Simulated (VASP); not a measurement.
# Ca (R-3m) in VASP: relaxation of cell and atoms with PBEsol

Aim: the relaxation of cell and atoms of Ca with PBEsol.

Everything below comes from runs of VASP 6.6.1. Logs are shortened: lines on timing, memory, paths and dates and some standing lists are left out, and cuts for length are marked.

### Step 1. The cell of the first run

Symmetry: R-3m, No. 166, trigonal system. The conventional cell has a = 9.085 Å, b = 9.085 Å, c = 23.241 Å, α = 90.00°, β = 90.00°, γ = 120.00°. Ca (site symmetry m) has 6 Ca at 3.09 to 3.34 Å within 4.1 Å. Within 4.3 Å of Ca (site symmetry m) lie 7 Ca at 3.30 to 3.72 Å.

### Step 2. Relaxation of cell and atoms, PBEsol

Contents of INCAR:

```
SYSTEM = Ca
PREC = Accurate
ENCUT = 600
EDIFF = 1E-6
ISMEAR = 0
SIGMA = 0.1
LREAL = .FALSE.
LASPH = .TRUE.
NELM = 100
ALGO = Normal
ISIF = 3
LWAVE = .FALSE.
LCHARG = .FALSE.
GGA = PS
IBRION = 2
NSW = 90
EDIFFG = -0.04
```

Contents of KPOINTS:

```
regular mesh
0
G
  3 3 3
  0 0 0
```

Contents of POSCAR:

```
Ca
1.0
    4.5426968138      2.6227272283      7.7471249673
   -4.5426968138      2.6227272283      7.7471249673
    0.0000000000     -5.2454544565      7.7471249673
Ca
12
Direct
    0.0101900000      0.6536100000      0.0101900000
    0.0101900000      0.0101900000      0.6536100000
    0.6536100000      0.0101900000      0.0101900000
    0.9898100000      0.3463900000      0.9898100000
    0.3463900000      0.9898100000      0.9898100000
    0.9898100000      0.9898100000      0.3463900000
    0.2211800000      0.6306000000      0.2211800000
    0.2211800000      0.2211800000      0.6306000000
    0.6306000000      0.2211800000      0.2211800000
    0.7788200000      0.3694000000      0.7788200000
    0.3694000000      0.7788200000      0.7788200000
    0.7788200000      0.7788200000      0.3694000000
```

Potentials or basis: VASP PAW PBE potentials, release 64 (Ca_sv).

Started as:

```bash
cat potpaw_PBE.64/Ca_sv/POTCAR > POTCAR
mpirun -np 1 vasp_std > vasp.out
```

OUTCAR:

```text
SYSTEM = Ca
   PREC = Accurate
   ENCUT = 600
   EDIFF = 1E-6
   ISMEAR = 0
   LREAL = .FALSE.
   LASPH = .TRUE.
   NELM = 100
   ISIF = 3
   GGA = PS
   IBRION = 2
   NSW = 90
   EDIFFG = -0.04

 ion  position               nearest neighbor table
   1  0.010  0.654  0.010-   4 3.09
   2  0.010  0.010  0.654-   6 3.09
   3  0.654  0.010  0.010-   5 3.09
   4  0.990  0.346  0.990-   1 3.09
   5  0.346  0.990  0.990-   3 3.09
   6  0.990  0.990  0.346-   2 3.09
   7  0.221  0.631  0.221-
   8  0.221  0.221  0.631-
   9  0.631  0.221  0.221-
  10  0.779  0.369  0.779-
  11  0.369  0.779  0.779-
  12  0.779  0.779  0.369-

  LATTYP: Found a trigonal (rhomboedric) cell.
 ALAT       =     9.3558932078
 COS(alpha) =     0.5284942553

  Lattice vectors:

 A1 = (   4.5426968138,   2.6227272283,   7.7471249673)
 A2 = (  -4.5426968138,   2.6227272283,   7.7471249673)
 A3 = (   0.0000000000,  -5.2454544565,   7.7471249673)

Analysis of symmetry for initial positions (statically):
=====================================================================
 Subroutine PRICEL returns:
 Original cell was already a primitive cell.

 Routine SETGRP: Setting up the symmetry group for a
 trigonal (rhombohedral) supercell.

 Subroutine GETGRP returns: Found 12 space group operations
 (whereof 12 operations were pure point group operations)
 out of a pool of 12 trial point group operations.

The static configuration has the point symmetry D_3d.

Analysis of symmetry for dynamics (positions and initial velocities):
=====================================================================
 Subroutine PRICEL returns:
 Original cell was already a primitive cell.

 Routine SETGRP: Setting up the symmetry group for a
 trigonal (rhombohedral) supercell.

 Subroutine GETGRP returns: Found 12 space group operations
 (whereof 12 operations were pure point group operations)
 out of a pool of 12 trial point group operations.

The dynamic configuration has the point symmetry D_3d.

 Subroutine INISYM returns: Found 12 space group operations
 (whereof 12 operations are pure point group operations),
 and found     1 'primitive' translations

----------------------------------------------------------------------------------------

                                     Primitive cell

  volume of cell :     553.8073

  direct lattice vectors                    reciprocal lattice vectors
     4.542696814  2.622727228  7.747124967     0.110066778  0.063547084  0.043026714
    -4.542696814  2.622727228  7.747124967    -0.110066778  0.063547084  0.043026714
     0.000000000 -5.245454457  7.747124967     0.000000000 -0.127094167  0.043026714

  length of vectors
     9.355893208  9.355893208  9.355893208     0.134179825  0.134179825  0.134179825

  position of ions in fractional coordinates (direct lattice)
     0.010190000  0.653610000  0.010190000
     0.010190000  0.010190000  0.653610000
     0.653610000  0.010190000  0.010190000
     0.989810000  0.346390000  0.989810000
     0.346390000  0.989810000  0.989810000
     0.989810000  0.989810000  0.346390000
     0.221180000  0.630600000  0.221180000
     0.221180000  0.221180000  0.630600000
     0.630600000  0.221180000  0.221180000
     0.778820000  0.369400000  0.778820000
     0.369400000  0.778820000  0.778820000
     0.778820000  0.778820000  0.369400000

  ion indices of the primitive-cell ions
   primitive index   ion index
                 1           1
                 2           2
                 3           3
                 4           4
                 5           5
                 6           6
                 7           7
                 8           8
                 9           9
                10          10
                11          11
                12          12

----------------------------------------------------------------------------------------

 KPOINTS: regular mesh

Automatic generation of k-mesh.
 Grid dimensions read from file:
 generate k-points for:    3    3    3

 Generating k-lattice:

  Cartesian coordinates                     Fractional coordinates (reciprocal lattice)
     0.036688926  0.021182361  0.014342238     0.333333333  0.000000000  0.000000000
    -0.036688926  0.021182361  0.014342238     0.000000000  0.333333333  0.000000000
     0.000000000 -0.042364722  0.014342238     0.000000000  0.000000000  0.333333333

  Length of vectors
     0.044726608  0.044726608  0.044726608

  Shift w.r.t. Gamma in fractional coordinates (k-lattice)
     0.000000000  0.000000000  0.000000000

 Subroutine IBZKPT returns following result:
 ===========================================

 Found      6 irreducible k-points:

 Following reciprocal coordinates:
            Coordinates               Weight
  0.000000  0.000000  0.000000      1.000000
  0.333333 -0.000000  0.000000      6.000000
  0.333333  0.333333  0.000000      6.000000
 -0.333333  0.333333  0.000000      6.000000
  0.333333  0.333333  0.333333      2.000000
 -0.333333  0.333333  0.333333      6.000000
   k-points           NKPTS =      6   k-points in BZ     NKDIM =      6   number of bands    NBANDS=     72
   number of dos      NEDOS =    301   number of ions     NIONS =     12
   total plane-waves  NPLWV = 512000
   dimension x,y,z NGX =    80 NGY =   80 NGZ =   80
   dimension x,y,z NGXF=   160 NGYF=  160 NGZF=  160
   ions per type =              12
   NGX,Y,Z   is equivalent  to a cutoff of  14.22, 14.22, 14.22 a.u.
   NGXF,Y,Z  is equivalent  to a cutoff of  28.43, 28.43, 28.43 a.u.
 SYSTEM =  Ca
   PREC   = accura    normal or accurate (medium, high low for compatibility)
   ISTART =      0    job   : 0-new  1-cont  2-samecut
   ICHARG =      2    charge: 1-file 2-atom 10-const
   ISPIN  =      1    spin polarized calculation?
   LNONCOLLINEAR =      F non collinear calculations
   LSORBIT =      F    spin-orbit coupling
   LASPH  =      T    aspherical Exc in radial PAW
   ENCUT  =  600.0 eV  44.10 Ry    6.64 a.u.  18.69 18.69 18.69*2*pi/ulx,y,z
   NELM   =    100;   NELMIN=  2; NELMDL= -5     # of ELM steps
   EDIFF  = 0.1E-05   stopping-criterion for ELM
   LREAL  =      F    real-space projection
   EDIFFG = -.4E-01   stopping-criterion for IOM
   NSW    =     90    number of steps for IOM
   IBRION =      2    ionic relax: 0-MD 1-quasi-New 2-CG
   NFREE  =      1    steps in history (QN), initial steepest desc. (CG)
   ISIF   =      3    stress and relaxation
   ISYM   =      2    0-nonsym 1-usesym 2-fastsym
   POTIM  = 0.5000    time-step for ionic-motion
   TEBEG  =    0.0;   TEEND  =   0.0 temperature during run
   PSTRESS=    0.0 pullay stress
   NELECT =     120.0000    total number of electrons
   NUPDOWN=      -1.0000    fix difference up-down
   EMIN   =  10.00;   EMAX   =-10.00  energy-range for DOS
   EFERMI =   0.00;   METHOD = LEGACY
   ISMEAR =     0;   SIGMA  =   0.10  broadening in eV -4-tet -1-fermi 0-gaus
   EFERMI_NEDOS =   21; number of points for ismear=-14 and -15
   IALGO  =     38    algorithm
   IMIX   =      4    mixing-type and parameters
     AMIX     =   0.40;   BMIX     =  1.00
     AMIX_MAG =   1.60;   BMIX_MAG =  1.00
  volume/ion in A,a.u.               =      46.15       311.44
  Fermi-wavevector in a.u.,A,eV,Ry     =   0.983292  1.858152 13.154962  0.966862
  Thomas-Fermi vector in A             =   2.114439
   LORBIT       =      0    0 simple, 1 ext, 2 COOP (PROOUT), +10 PAW based schemes
   GGA     = PS    functional components
   LHFCALC =     F    Hartree Fock is set to
   AEXX    =    0.0000 exact exchange contribution
   IVDW    =     0    specifies the selected vdW correction
   LEPSILON=     F    determine dielectric tensor
   LRPA    =     F    only Hartree local field effects (RPA)
 conjugate gradient relaxation of ions
 non-spin polarized calculation
 Gauss-broadening in eV      SIGMA  =   0.10
  energy-cutoff  :      600.00
  volume of cell :      553.81
 maximum number of plane-waves:     18518
 NGX is ok and might be reduce to    80
   NGX = 37   NGY = 37   NGZ = 37

--------------------------------------- Ionic step        1  -------------------------------------------

 number of electron     120.0000004 magnetization

 Free energy of the ion-electron system (eV)
  ---------------------------------------------------
  ext. energy  EPLUGINS =         0.00000000
  ---------------------------------------------------
  free energy    TOTEN  =       -13.53720271 eV

  energy without entropy =      -13.39240377  energy(sigma->0) =      -13.46480324

------------------------ aborting loop because EDIFF is reached ----------------------------------------

  FORCE on cell =-STRESS in cart. coord.  units (eV):
  Direction    XX          YY          ZZ          XY          YZ          ZX
  --------------------------------------------------------------------------------------
  -------------------------------------------------------------------------------------
  Total       15.2178674     15.2178674     20.1985441      0.0000000      0.0000000      0.0000000
  in kB       44.0256412     44.0256412     58.4348536      0.0000000      0.0000000      0.0000000
  external PRESSURE =      48.8287120 kB  Pullay stress =       0.0000000 kB
[... 119 lines left out ...]
  FREE ENERGIE OF THE ION-ELECTRON SYSTEM (eV)
  ---------------------------------------------------
  free  energy   TOTEN  =       -16.7096085674 eV

  energy  without entropy=      -16.5636561142  energy(sigma->0) =      -16.63663234

[... ionic steps 4 to 22 ...]

--------------------------------------- Ionic step       23  -------------------------------------------

 number of electron     120.0000012 magnetization

------------------------ aborting loop because EDIFF is reached ----------------------------------------

  FORCE on cell =-STRESS in cart. coord.  units (eV):
  Direction    XX          YY          ZZ          XY          YZ          ZX
  --------------------------------------------------------------------------------------
  -------------------------------------------------------------------------------------
  Total       -0.0184940     -0.0184940     -0.5353849      0.0000000     -0.0000000      0.0000000
  in kB       -0.0451693     -0.0451693     -1.3076083      0.0000000     -0.0000000      0.0000000
  external PRESSURE =      -0.4659823 kB  Pullay stress =       0.0000000 kB
[... 77 lines left out ...]
  energy  without entropy=      -18.6183155245  energy(sigma->0) =      -18.66318193

--------------------------------------- Ionic step       25  -------------------------------------------

 number of electron     119.9999993 magnetization

 Free energy of the ion-electron system (eV)
  ---------------------------------------------------
  ext. energy  EPLUGINS =         0.00000000
  ---------------------------------------------------
  free energy    TOTEN  =       -18.71006631 eV

  energy without entropy =      -18.62065477  energy(sigma->0) =      -18.66536054

 E-fermi :   0.8542     XC(G=0):  -6.9160

 val. band max:        0.8511813652   @ k =   0.3333   0.3333   0.0000
 cond. band min:       0.8622257367   @ k =  -0.3333   0.3333   0.3333
 fundamental gap:      0.0110443715
 Fermi energy:         0.8541542353

 k-point     1 :       0.0000    0.0000    0.0000
  band No.  band energies     occupation
      1     -41.6388      2.00000
      2     -41.6353      2.00000
      3     -41.6353      2.00000
      4     -41.6346      2.00000
      5     -41.6312      2.00000
      6     -41.6312      2.00000
[... 478 lines left out ...]
  FREE ENERGIE OF THE ION-ELECTRON SYSTEM (eV)
  ---------------------------------------------------
  free  energy   TOTEN  =       -18.7100663082 eV

  energy  without entropy=      -18.6206547666  energy(sigma->0) =      -18.66536054

 reached required accuracy - stopping structural energy minimisation
```

It took 2.5 h on 1 thread of AMD EPYC 7R13 (Zen 3), shared host; peak memory 1.1 GiB.

What came out:

```
Free energy                           : -18.7101 eV
Relaxed volume                        : 54.02 Å³/atom
Relaxed cell                          : a = 10.962 Å, b = 10.962 Å, c = 10.962 Å, α = 47.19°, β = 47.19°, γ = 47.19°
Space group after relaxing (to 0.1 Å) : R-3m (No. 166)
Energy gained by relaxing             : 431.1 meV/atom
Ionic steps                           : 25
Pressure after relaxing               : 0.1 GPa
Largest force after relaxing          : 0.021 eV/Å
Band gap on the k mesh                : zero (bands 60 and 61 overlap by 0.16 eV)
```

Forces on the atoms (eV/Å):
```
Ca   0.002 -0.001 -0.009
Ca   0.000  0.002 -0.009
Ca  -0.002 -0.001 -0.009
Ca  -0.002  0.001  0.009
Ca   0.002  0.001  0.009
Ca   0.000 -0.002  0.009
Ca  -0.010  0.006  0.017
Ca   0.000 -0.011  0.017
Ca   0.010  0.006  0.017
Ca   0.010 -0.006 -0.017
Ca  -0.010 -0.006 -0.017
Ca   0.000  0.011 -0.017
```

The path:
| step | energy change (eV) | largest force (eV/Å) | pressure (GPa) | volume (Å³) |
| --- | --- | --- | --- | --- |
| 1 | 0.0000 | 1.2992 | 4.88 | 553.81 |
| 2 | -2.6944 | 0.4737 | 1.39 | 674.28 |
| 3 | -3.1724 | 0.5132 | 0.25 | 748.50 |
| 4 | -3.2106 | 0.5280 | -0.06 | 775.72 |
| 5 | -3.2112 | 0.5302 | -0.11 | 780.67 |
| 6 | -3.3799 | 0.4447 | -0.14 | 782.20 |
| 7 | -3.6258 | 0.4656 | -0.15 | 784.70 |
| 8 | -3.6400 | 0.5110 | -0.14 | 784.96 |
| 9 | -3.8087 | 0.4399 | -0.12 | 773.80 |
| 10 | -4.1235 | 0.3759 | 0.05 | 740.47 |
| 11 | -3.8857 | 0.7623 | 0.98 | 674.62 |
| 12 | -4.1509 | 0.4640 | 0.28 | 719.72 |
| 13 | -4.3478 | 0.3222 | -0.23 | 742.50 |
| 14 | -4.3952 | 0.2286 | -0.55 | 760.09 |
| 15 | -4.5485 | 0.2262 | -0.48 | 739.29 |
| 16 | -4.7999 | 0.2836 | -0.12 | 678.27 |
| 17 | -4.9377 | 0.2648 | 0.10 | 658.19 |
| 18 | -4.9803 | 0.3596 | 0.41 | 636.28 |
| 19 | -5.0836 | 0.2858 | 0.23 | 644.10 |
| 20 | -5.1276 | 0.1864 | -0.02 | 656.04 |
| 21 | -5.1298 | 0.2022 | 0.02 | 653.96 |
| 22 | -5.1617 | 0.0893 | -0.03 | 655.40 |
| 23 | -5.1650 | 0.0623 | -0.05 | 655.99 |
| 24 | -5.1708 | 0.0439 | 0.00 | 652.58 |
| 25 | -5.1729 | 0.0205 | 0.07 | 648.20 |

Final structure:
```xyz
12
Lattice="4.3874 2.5331 9.7209 -4.3874 2.5331 9.7209 0.0000 -5.0661 9.7209" Properties=species:S:1:pos:R:3 pbc="T T T"
Ca   -1.9570    1.1299    6.7074
Ca    0.0000   -2.2597    6.7074
Ca    1.9570    1.1299    6.7074
Ca    1.9570   -1.1299   22.4554
Ca   -1.9570   -1.1299   22.4554
Ca    0.0000    2.2597   22.4554
Ca   -1.7583    1.0151   10.5322
Ca    0.0000   -2.0303   10.5322
Ca    1.7583    1.0151   10.5322
Ca    1.7583   -1.0151   18.6306
Ca   -1.7583   -1.0151   18.6306
Ca    0.0000    2.0303   18.6306
```

Caveat: the volume moved by over 15 % at a fixed basis, so the end points are rough; the PAW data sets were made with another functional, which shifts forces and pressure a little.
